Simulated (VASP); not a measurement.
Write the native input for VASP 6.6.1 that does the following.

| Property | Result |
| --- | --- |
| Task | single point |
| Functional | r2SCAN |
| Potentials or basis | VASP PAW PBE potentials, release 64 (Na_pv, La, Mn_pv, Mo_sv, O) |
| Cutoff | 520 eV |
| k mesh | 5 × 5 × 5 |
| Occupations | fermi-dirac, width 0.05 eV |
| Spin | collinear spin, ferromagnetic start |
| Starting moments | [0.0, 0.0, 4.0, 1.0, 0.0, 0.0, 0.0, 0.0, 0.0, 0.0] μB |
| Dipole correction | no |
| Further INCAR settings | ALGO = Normal; EDIFF = 1e-07; NBANDS = 56 |

The system is NaLaMnMoO6.

```
CELL_PARAMETERS angstrom
0.00000 3.84439 3.84439
3.84439 0.00000 3.84439
3.84439 3.84439 0.00000
ATOMIC_POSITIONS crystal
Na 0.25000 0.25000 0.25000
La 0.75000 0.75000 0.75000
Mn 0.50000 0.50000 0.50000
Mo 0.00000 0.00000 0.00000
O 0.74515 0.25485 0.25485
O 0.25485 0.25485 0.74515
O 0.25485 0.74515 0.25485
O 0.74515 0.25485 0.74515
O 0.74515 0.74515 0.25485
O 0.25485 0.74515 0.74515
```

These files were run (other wordings do the same):

POSCAR

```
NaLaMnMoO6
1.0
    0.0000000000      3.8443925548      3.8443925548
    3.8443925548      0.0000000000      3.8443925548
    3.8443925548      3.8443925548      0.0000000000
Na La Mn Mo O
1 1 1 1 6
Direct
    0.2500000000      0.2500000000      0.2500000000
    0.7500000000      0.7500000000      0.7500000000
    0.5000000000      0.5000000000      0.5000000000
    0.0000000000      0.0000000000      0.0000000000
    0.7451506823      0.2548493177      0.2548493177
    0.2548493177      0.2548493177      0.7451506823
    0.2548493177      0.7451506823      0.2548493177
    0.7451506823      0.2548493177      0.7451506823
    0.7451506823      0.7451506823      0.2548493177
    0.2548493177      0.7451506823      0.7451506823
```

INCAR.step1

```
SYSTEM = NaLaMnMoO6
PREC = Accurate ; ENCUT = 520
ISMEAR = -1 ; SIGMA = 0.05
LREAL = .False. ; LASPH = .True.
NELM = 150 ; ISPIN = 2
MAGMOM = 0 0 4 1 0 0 0 0 0 0 ; LMAXMIX = 6
NBANDS = 56 ; GGA = PE
ALGO = Normal ; EDIFF = 1E-4
LWAVE = .True. ; LCHARG = .False.
```

INCAR.step2

```
SYSTEM = NaLaMnMoO6
PREC = Accurate ; ENCUT = 520
EDIFF = 1E-7 ; ISMEAR = -1
SIGMA = 0.05 ; LREAL = .False.
LASPH = .True. ; NELM = 150
ALGO = Normal ; ISIF = 2
LWAVE = .False. ; LCHARG = .False.
ISPIN = 2 ; MAGMOM = 0 0 4 1 0 0 0 0 0 0
LORBIT = 11 ; LMAXMIX = 6
METAGGA = R2SCAN ; LMIXTAU = .True.
NBANDS = 56 ; ISTART = 1
```

KPOINTS

```
Automatic mesh
0
Gamma
  5 5 5
  0 0 0
```

Potentials or basis: VASP PAW PBE potentials, release 64 (Na_pv, La, Mn_pv, Mo_sv, O).

Run with:

```console
$ cat potpaw_PBE.64/Na_pv/POTCAR potpaw_PBE.64/La/POTCAR potpaw_PBE.64/Mn_pv/POTCAR potpaw_PBE.64/Mo_sv/POTCAR potpaw_PBE.64/O/POTCAR > POTCAR
$ cp INCAR.step1 INCAR
$ mpirun -np 1 vasp_std > vasp.out
$ cp INCAR.step2 INCAR
$ mpirun -np 1 vasp_std > vasp.out
```

Results of the run:

- Pressure: 0.3 GPa
- Largest force: 0.013 eV/Å
- Net moment: -1.22 μB per cell
- Site moments: Na -0.00; La +0.04; Mn -2.36; Mo +1.11; O -0.01 μB
- Valence electrons inside the program's atomic spheres: Na 6.00; La 8.36; Mn 11.78; Mo 12.33; O 5.08

Caveat: the PAW data sets were made with another functional, which shifts forces and pressure a little; a cell with one magnetic atom can't hold antiferromagnetic order, which such compounds often take.

It took 14 min on 1 thread of Intel(R) Xeon(R) Platinum 8259CL CPU @ 2.50GHz (Skylake/Cascade Lake) (shared host), peak memory 0.4 GiB.
